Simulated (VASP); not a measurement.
Set up this calculation in VASP 6.6.1, as the native input.

* Task: single point
* Functional: PBE
* Potentials or basis: VASP PAW PBE potentials, release 64 (B, C)
* Cutoff: 600 eV
* k mesh: 4 × 4 × 3
* Occupations: gaussian, width 0.2 eV
* Spin: no spin polarisation
* Dipole correction: no
* Further INCAR settings: ALGO = Normal; EDIFF = 1e-06; NBANDS = 20

The structure of B5C2 lies in POSCAR:

```
B5C2
1.0
    3.8514875014      0.0000000000      0.0000000000
   -1.9257437507      3.3354860186      0.0000000000
    0.0000000000      0.0000000000      5.7702652932
B C
5 2
Direct
    0.5956535350      0.0000000000      0.0000000000
    0.0000000000      0.5956535350      0.0000000000
    0.4043464650      0.4043464650      0.0000000000
    0.0000000000      0.0000000000      0.2590943377
    0.0000000000      0.0000000000      0.7409056623
    0.0000000000      0.0000000000      0.0000000000
    0.0000000000      0.0000000000      0.5000000000
```

The cell was built from a structure type or drawn by symmetry, and may not be a known phase.

These files were run (other wordings do the same):

INCAR

```
ALGO = Normal
EDIFF = 1E-6
ENCUT = 600
GGA = PE
GGA_COMPAT = False
ISIF = 2
ISMEAR = 0
LASPH = True
LCHARG = False
LREAL = False
LWAVE = False
NBANDS = 20
NELM = 120
PREC = Accurate
SIGMA = 0.2
```

KPOINTS

```
k-points
0
Gamma
  4 4 3
```

Potentials or basis: VASP PAW PBE potentials, release 64 (B, C).

Run with:

```sh
$ cat potpaw_PBE.64/B/POTCAR potpaw_PBE.64/C/POTCAR > POTCAR
$ mpirun -np 1 vasp_std > vasp.out
```

It gave:

```yaml
Pressure: -0.1 GPa
Largest_force: 0.034 eV/Å
Band_gap_on_the_k_mesh: zero (an odd number of electrons rules out a gap without spin polarisation)
```

Caveat: the k points lie up to 0.47 Å⁻¹ apart, too coarse for converged energies and pressures of a metal.

Run time: 16 s on 1 thread of Intel(R) Xeon(R) Platinum 8488C (Sapphire Rapids), with other jobs on the host, peak memory 0.2 GiB.
